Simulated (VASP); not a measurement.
Crystal: ZnSe (Stilleite).

```xyz
2
Lattice="0.0000 2.7760 2.7760 2.7760 0.0000 2.7760 2.7760 2.7760 0.0000" Properties=species:S:1:pos:R:3 pbc="T T T"
Se    4.1639    4.1639    4.1639
Zn    0.0000    0.0000    0.0000
```

Base run:

* Program: VASP 6.6.1
* Functional: revPBE
* Potentials or basis: VASP PAW PBE potentials, release 64 (Se, Zn)
* Cutoff: 520 eV
* k mesh: 8 × 8 × 8
* Occupations: fermi-dirac, width 0.05 eV
* Spin: no spin polarisation

Its results: band gap on the k mesh 1.66 eV, direct; pressure 8.8 GPa.

Problem. The run is repeated on the same cell with these changes: functional from revPBE to r2SCAN. What comes out?

Solution. Band gap on the k mesh 2.14 eV, direct; pressure 4.7 GPa.

r2SCAN gives the wider gap, since meta-GGAs in the generalised Kohn-Sham scheme recover part of the derivative discontinuity.

Caveats: the PAW data sets were made with another functional, which shifts forces and pressure a little.

